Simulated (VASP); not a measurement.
# Ir16Cl in VASP: single point with PBE+D3(BJ)

Aim: the single point of Ir16Cl with PBE+D3(BJ).

Program: VASP 6.6.1. These are calculated values, not measurements. Logs are shortened: lines on timing, memory, paths and dates and some standing lists are left out, and cuts for length are marked.

## Step 1: The cell of the first run

The cell holds a slab with vacuum, 17 atoms: a = 7.680 Å, b = 5.431 Å, c = 16.073 Å, α = 90.00°, β = 90.00°, γ = 90.00°.

## Step 2: Single point, PBE+D3(BJ)

INCAR

```
PREC     = Accurate       # precision mode
ENCUT    = 520            # plane-wave cutoff, eV
EDIFF    = 1E-6           # SCF threshold, eV
ISMEAR   = -1             # smearing method
SIGMA    = 0.1            # smearing width, eV
LREAL    = Auto         
LASPH    = True           # aspherical terms in the spheres
NELM     = 100            # most SCF steps
ALGO     = Normal         # electronic algorithm
ISIF     = 2              # what is computed and relaxed
LWAVE    = False          # write WAVECAR
LCHARG   = False          # write CHGCAR
GGA      = PE             # functional
IVDW     = 12             # dispersion correction
NBANDS   = 90             # bands
```

KPOINTS

```
Automatic mesh
0
Gamma
  2 3 1
```

POSCAR

```
Ir16Cl
1.0
    7.6800000000      0.0000000000      0.0000000000
    0.0000000000      5.4305800000      0.0000000000
    0.0000000000      0.0000000000     16.0729350000
Ir Cl
16 1
Direct
    0.2500000000      0.2499917136      0.0622163905
    0.7500000000      0.2499917136      0.0622163905
    0.2500000000      0.7499935550      0.0622163905
    0.7500000000      0.7499935550      0.0622163905
    0.0161588542      0.0233860840      0.1435083263
    0.5132161458     -0.0018414239      0.1368076210
    0.0005208333      0.4960243657      0.1178378436
    0.5093880208      0.5172007410      0.1471542067
    0.2477864583      0.2629185096      0.2289127655
    0.7448046875      0.2323140438      0.2448712696
    0.2329166667      0.7564569530      0.2214343553
    0.7517187500      0.7371772444      0.2390478155
    0.0010026042     -0.0163702588      0.3096945269
    0.4863020833      0.0016388673      0.3141741070
   -0.0020312500      0.4898371813      0.3065339342
    0.4862890625      0.4858044629      0.3014384118
    0.9135546875      0.7415045907      0.4299588096
```

Potentials or basis: VASP PAW PBE potentials, release 64 (Ir, Cl).

Command:

```bash
> cat potpaw_PBE.64/Ir/POTCAR potpaw_PBE.64/Cl/POTCAR > POTCAR
> mpirun -np 1 vasp_std > vasp.out
```

OUTCAR:

```text
PREC = Accurate
   ENCUT = 520
   EDIFF = 1E-6
   ISMEAR = -1
   LREAL = Auto
   LASPH = True
   NELM = 100
   ISIF = 2
   GGA = PE
   IVDW = 12
 IVDW          = 12

 ion  position               nearest neighbor table
   1  0.250  0.250  0.062-   7 2.50   5 2.54   9 2.68   3 2.72   3 2.72   6 2.72   8 2.82
   2  0.750  0.250  0.062-   7 2.51   6 2.57   4 2.72   4 2.72   8 2.72   5 2.72  10 2.94
   3  0.250  0.750  0.062-   7 2.52  11 2.56   5 2.67   6 2.71   1 2.72   1 2.72   8 2.73
   4  0.750  0.750  0.062-   7 2.53   6 2.56   8 2.62   2 2.72   2 2.72  12 2.84   5 2.84
   5  0.016  0.023  0.144-  11 2.54   1 2.54   9 2.60   7 2.60   3 2.67  13 2.68   2 2.72   4 2.84
                            10 2.88   7 2.90  12 2.98
   6  0.513  0.998  0.137-   4 2.56   2 2.57   8 2.62   3 2.71   1 2.72  10 2.79   8 2.82  12 2.84
                            14 2.86  11 2.86   9 2.90
   7  0.001  0.496  0.118-   1 2.50   2 2.51   3 2.52   4 2.53   5 2.60  11 2.82   5 2.90   9 2.90
                            12 3.03  15 3.03  10 3.17
   8  0.509  0.517  0.147-  16 2.49   6 2.62   4 2.62  12 2.66   2 2.72   3 2.73  11 2.76   9 2.77
                             1 2.82   6 2.82  10 2.85
   9  0.248  0.263  0.229-  16 2.49   5 2.60  15 2.60   1 2.68  11 2.69  14 2.69  13 2.75  11 2.76
                             8 2.77   7 2.90   6 2.90
  10  0.745  0.232  0.245-  16 2.58  15 2.59  14 2.60  13 2.60  12 2.69  12 2.74   6 2.79   8 2.85
                             5 2.88   2 2.94   7 3.17
  11  0.233  0.756  0.221-   5 2.54   3 2.56  13 2.59   9 2.69  15 2.69   9 2.76  16 2.76   8 2.76
                            14 2.79   7 2.82   6 2.86
  12  0.752  0.737  0.239-  15 2.56  13 2.60  16 2.65   8 2.66  10 2.69  10 2.74  14 2.77   6 2.84
                             4 2.84   5 2.98   7 3.03
  13  0.001  0.984  0.310-  17 2.43  11 2.59  12 2.60  10 2.60  15 2.68   5 2.68  15 2.75   9 2.75

  14  0.486  0.002  0.314-  10 2.60  16 2.64   9 2.69  12 2.77  11 2.79  16 2.81   6 2.86
  15  0.998  0.490  0.307-  17 2.49  12 2.56  10 2.59   9 2.60  13 2.68  11 2.69  13 2.75   7 3.03

  16  0.486  0.486  0.301-   9 2.49   8 2.49  10 2.58  14 2.64  12 2.65  11 2.76  14 2.81
  17  0.914  0.742  0.430-  13 2.43  15 2.49

  LATTYP: Found a simple orthorhombic cell.
 ALAT       =     5.4305800000
 B/A-ratio  =     1.4142135831
 C/A-ratio  =     2.9597087236

  Lattice vectors:

 A1 = (   0.0000000000,  -5.4305800000,   0.0000000000)
 A2 = (   7.6800000000,   0.0000000000,   0.0000000000)
 A3 = (   0.0000000000,   0.0000000000,  16.0729350000)

Analysis of symmetry for initial positions (statically):
=====================================================================
 Subroutine PRICEL returns:
 Original cell was already a primitive cell.

 Routine SETGRP: Setting up the symmetry group for a
 simple orthorhombic supercell.

 Subroutine GETGRP returns: Found  1 space group operations
 (whereof  1 operations were pure point group operations)
 out of a pool of  8 trial point group operations.

The static configuration has the point symmetry C_1 .

Analysis of symmetry for dynamics (positions and initial velocities):
=====================================================================
 Subroutine PRICEL returns:
 Original cell was already a primitive cell.

 Routine SETGRP: Setting up the symmetry group for a
 simple orthorhombic supercell.

 Subroutine GETGRP returns: Found  1 space group operations
 (whereof  1 operations were pure point group operations)
 out of a pool of  8 trial point group operations.

The dynamic configuration has the point symmetry C_1 .

 Subroutine INISYM returns: Found  1 space group operations
 (whereof  1 operations are pure point group operations),
 and found     1 'primitive' translations

----------------------------------------------------------------------------------------

                                     Primitive cell

  volume of cell :     670.3516

  direct lattice vectors                    reciprocal lattice vectors
     7.680000000  0.000000000  0.000000000     0.130208333  0.000000000  0.000000000
     0.000000000  5.430580000  0.000000000     0.000000000  0.184142394  0.000000000
     0.000000000  0.000000000 16.072935000     0.000000000  0.000000000  0.062216390

  length of vectors
     7.680000000  5.430580000 16.072935000     0.130208333  0.184142394  0.062216390

  position of ions in fractional coordinates (direct lattice)
     0.250000000  0.249991714  0.062216390
     0.750000000  0.249991714  0.062216390
     0.250000000  0.749993555  0.062216390
     0.750000000  0.749993555  0.062216390
     0.016158854  0.023386084  0.143508326
     0.513216146  0.998158576  0.136807621
[... 9 lines left out ...]
     0.486289062  0.485804463  0.301438412
     0.913554688  0.741504591  0.429958810

  ion indices of the primitive-cell ions
   primitive index   ion index
                 1           1
                 2           2
                 3           3
                 4           4
                 5           5
                 6           6
[... 9 lines left out ...]
                16          16
                17          17

----------------------------------------------------------------------------------------

 KPOINTS: Automatic mesh

Automatic generation of k-mesh.
 Grid dimensions read from file:
 generate k-points for:    2    3    1

 Generating k-lattice:

  Cartesian coordinates                     Fractional coordinates (reciprocal lattice)
     0.065104167  0.000000000  0.000000000     0.500000000  0.000000000  0.000000000
     0.000000000  0.061380798  0.000000000     0.000000000  0.333333333  0.000000000
     0.000000000  0.000000000  0.062216390     0.000000000  0.000000000  1.000000000

  Length of vectors
     0.065104167  0.061380798  0.062216390

  Shift w.r.t. Gamma in fractional coordinates (k-lattice)
     0.000000000  0.000000000  0.000000000

 Subroutine IBZKPT returns following result:
 ===========================================

 Found      4 irreducible k-points:

 Following reciprocal coordinates:
            Coordinates               Weight
  0.000000  0.000000  0.000000      1.000000
  0.500000  0.000000  0.000000      1.000000
  0.000000  0.333333  0.000000      2.000000
  0.500000  0.333333  0.000000      2.000000
   k-points           NKPTS =      4   k-points in BZ     NKDIM =      4   number of bands    NBANDS=     90
   number of dos      NEDOS =    301   number of ions     NIONS =     17
   total plane-waves  NPLWV = 288000
   dimension x,y,z NGX =    60 NGY =   40 NGZ =  120
   dimension x,y,z NGXF=   120 NGYF=   80 NGZF=  240
   ions per type =              16   1
   NGX,Y,Z   is equivalent  to a cutoff of  12.99, 12.25, 12.41 a.u.
   NGXF,Y,Z  is equivalent  to a cutoff of  25.98, 24.49, 24.82 a.u.
 SYSTEM =  unknown system
   PREC   = accura    normal or accurate (medium, high low for compatibility)
   ISTART =      0    job   : 0-new  1-cont  2-samecut
   ICHARG =      2    charge: 1-file 2-atom 10-const
   ISPIN  =      1    spin polarized calculation?
   LNONCOLLINEAR =      F non collinear calculations
   LSORBIT =      F    spin-orbit coupling
   LASPH  =      T    aspherical Exc in radial PAW
   ENCUT  =  520.0 eV  38.22 Ry    6.18 a.u.  14.28 10.10 29.89*2*pi/ulx,y,z
   NELM   =    100;   NELMIN=  2; NELMDL= -5     # of ELM steps
   EDIFF  = 0.1E-05   stopping-criterion for ELM
   LREAL  =      T    real-space projection
   EDIFFG = 0.1E-04   stopping-criterion for IOM
   NSW    =      0    number of steps for IOM
   IBRION =     -1    ionic relax: 0-MD 1-quasi-New 2-CG
   NFREE  =      0    steps in history (QN), initial steepest desc. (CG)
   ISIF   =      2    stress and relaxation
   ISYM   =      2    0-nonsym 1-usesym 2-fastsym
   POTIM  = 0.5000    time-step for ionic-motion
   TEBEG  =    0.0;   TEEND  =   0.0 temperature during run
   PSTRESS=    0.0 pullay stress
   NELECT =     151.0000    total number of electrons
   NUPDOWN=      -1.0000    fix difference up-down
   EMIN   =  10.00;   EMAX   =-10.00  energy-range for DOS
   EFERMI =   0.00;   METHOD = LEGACY
   ISMEAR =    -1;   SIGMA  =   0.10  broadening in eV -4-tet -1-fermi 0-gaus
   EFERMI_NEDOS =   21; number of points for ismear=-14 and -15
   IALGO  =     38    algorithm
   IMIX   =      4    mixing-type and parameters
     AMIX     =   0.40;   BMIX     =  1.00
     AMIX_MAG =   1.60;   BMIX_MAG =  1.00
  volume/ion in A,a.u.               =      39.43       266.10
  Fermi-wavevector in a.u.,A,eV,Ry     =   0.996092  1.882342 13.499700  0.992200
  Thomas-Fermi vector in A             =   2.128157
   LORBIT       =      0    0 simple, 1 ext, 2 COOP (PROOUT), +10 PAW based schemes
   GGA     = PE    functional components
   LHFCALC =     F    Hartree Fock is set to
   AEXX    =    0.0000 exact exchange contribution
   IVDW    =    12    specifies the selected vdW correction
   LEPSILON=     F    determine dielectric tensor
   LRPA    =     F    only Hartree local field effects (RPA)
 non-spin polarized calculation
  energy-cutoff  :      520.00
  volume of cell :      670.35
 maximum number of plane-waves:     18078
 NGX is ok and might be reduce to    60
   NGX = 29   NGY = 21   NGZ = 59

 number of electron     150.9999996 magnetization

 Free energy of the ion-electron system (eV)
  ---------------------------------------------------
  ext. energy  EPLUGINS =         0.00000000
  ---------------------------------------------------
  free energy    TOTEN  =      -128.82642715 eV

  energy without entropy =     -127.90548337  energy(sigma->0) =     -128.36595526

 E-fermi :   0.3075     XC(G=0):  -6.3225

 val. band max:        0.2982145332   @ k =   0.5000   0.0000   0.0000
 cond. band min:       0.3197303182   @ k =   0.0000   0.3333   0.0000
 fundamental gap:      0.0215157849
 Fermi energy:         0.3074623955

 k-point     1 :       0.0000    0.0000    0.0000
  band No.  band energies     occupation
      1     -15.5315      2.00000
      2      -9.2521      2.00000
      3      -7.3088      2.00000
      4      -7.1186      2.00000
      5      -6.9606      2.00000
      6      -6.7057      2.00000
[... 349 lines left out ...]
     86       0.8982      0.00542
     87       1.0133      0.00172
 [bands above 87 left out]

------------------------ aborting loop because EDIFF is reached ----------------------------------------

 Edisp (eV)   -7.11303

 E8    (eV) :    -3.4531

  FORCE on cell =-STRESS in cart. coord.  units (eV):
  Direction    XX          YY          ZZ          XY          YZ          ZX
  --------------------------------------------------------------------------------------
  -------------------------------------------------------------------------------------
  Total     -10.91727   -17.70740    -1.73896     1.02393     1.08340     3.05693
  in kB     -26.09289   -42.32167    -4.15621     2.44725     2.58939     7.30624
  external pressure =      -24.19 kB  Pullay stress =        0.00 kB

 VOLUME and BASIS-vectors are now :
 -----------------------------------------------------------------------------
  energy-cutoff  :      520.00
  volume of cell :      670.35
      direct lattice vectors                 reciprocal lattice vectors
     7.680000000  0.000000000  0.000000000     0.130208333  0.000000000  0.000000000
     0.000000000  5.430580000  0.000000000     0.000000000  0.184142394  0.000000000
     0.000000000  0.000000000 16.072935000     0.000000000  0.000000000  0.062216390

 POSITION                                       TOTAL-FORCE (eV/Angst)
 -----------------------------------------------------------------------------------
      1.92000      1.35760      1.00000         1.455783      0.058804      0.014691
      5.76000      1.35760      1.00000        -0.184053     -0.123529      0.597816
      1.92000      4.07290      1.00000         1.100281      0.257766     -0.198367
      5.76000      4.07290      1.00000         0.029725      0.246804      0.471878
      0.12410      0.12700      2.30660        -2.912092     -1.018121     -0.774945
      3.94150      5.42058      2.19890        -0.679977      0.393297      0.096143
[... 9 lines left out ...]
      3.73470      2.63820      4.84500         0.526117      1.100991      2.101992
      7.01610      4.02680      6.91070         0.485055     -0.005493     -0.397414
 -----------------------------------------------------------------------------------
    total drift:                               -0.000285      0.002351     -0.000637

  FREE ENERGIE OF THE ION-ELECTRON SYSTEM (eV)
  ---------------------------------------------------
  free  energy   TOTEN  =      -135.9394534659 eV

  energy  without entropy=     -135.0185096904  energy(sigma->0) =     -135.47898158
```

It took 18 min on 1 thread of Intel Xeon Platinum 8259CL at 2.50GHz (Skylake/Cascade Lake), shared host; peak memory 0.67 GiB.

Results:

- Free energy: -135.9395 eV
- Largest force: 3.181 eV/Å
- Band gap on the k mesh: zero (an odd number of electrons rules out a gap without spin polarisation)
- Dispersion energy per atom: -0.418 eV

Forces in eV/Å, atoms in the order of the input:
```
Ir   1.456  0.059  0.015
Ir  -0.184 -0.124  0.598
Ir   1.100  0.258 -0.198
Ir   0.030  0.247  0.472
Ir  -2.912 -1.018 -0.775
Ir  -0.680  0.393  0.096
Ir  -0.592  0.725  0.656
Ir  -0.341 -0.934 -1.555
Ir  -0.560 -0.770  0.020
Ir   0.057  0.237 -0.233
Ir   1.623 -0.799  1.124
Ir  -0.892  0.612 -0.750
Ir   0.378  0.429  0.305
Ir   0.061 -0.459 -1.836
Ir   0.445  0.048  0.357
Ir   0.526  1.101  2.102
Cl   0.485 -0.005 -0.397
```

Caveat: the k points lie up to 0.41 Å⁻¹ apart, too coarse for converged energies and pressures of a metal; there is no dipole correction, which matters where the two faces differ; spin-orbit coupling is left out, which moves the levels of the heavy elements; an odd number of electrons without spin polarisation forces a metal; a magnetic or distorted state may lie lower.

The gap in the log of VASP goes by the Fermi energy; the results here count the filled bands.